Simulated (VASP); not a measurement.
Os2W, 6 atoms in the cell. Symmetry: Fd-3m, No. 227, cubic system. Conventional cell: a = 7.199 Å, b = 7.199 Å, c = 7.199 Å, α = 90.00°, β = 90.00°, γ = 90.00°. Within 3.4 Å of Os (site symmetry -3m) lie 6 Os at 2.55 Å and 6 W at 2.98 Å. W (site symmetry -43m) has 12 Os at 2.98 Å and 4 W at 3.12 Å within 3.9 Å. 

| Quantity | Value |
| --- | --- |
| Program | VASP 6.6.1 |
| Task | single point |
| Functional | PBE |
| Potentials or basis | VASP PAW PBE potentials, release 64 (Os, W_sv) |
| Cutoff | 520 eV |
| k mesh | 4 × 4 × 4 |
| Occupations | gaussian, width 0.1 eV |
| Spin | no spin polarisation |
| Dipole correction | no |
| Further INCAR settings | ALGO = Normal; EDIFF = 1e-06; NBANDS = 39 |

Potentials or basis: VASP PAW PBE potentials, release 64 (Os, W_sv).

The run is started by

```bash
$ cat potpaw_PBE.64/Os/POTCAR potpaw_PBE.64/W_sv/POTCAR > POTCAR
$ mpirun -np 1 vasp_std > vasp.out
```

Hardware: 1 thread of Intel(R) Xeon(R) Platinum 8488C (Sapphire Rapids), on a shared host.

How long does it take, and how much memory?

Run time: 33 s on 1 thread of Intel(R) Xeon(R) Platinum 8488C (Sapphire Rapids), with other jobs on the host, peak memory 0.24 GiB. Counts: scf iterations 14, k points 8.
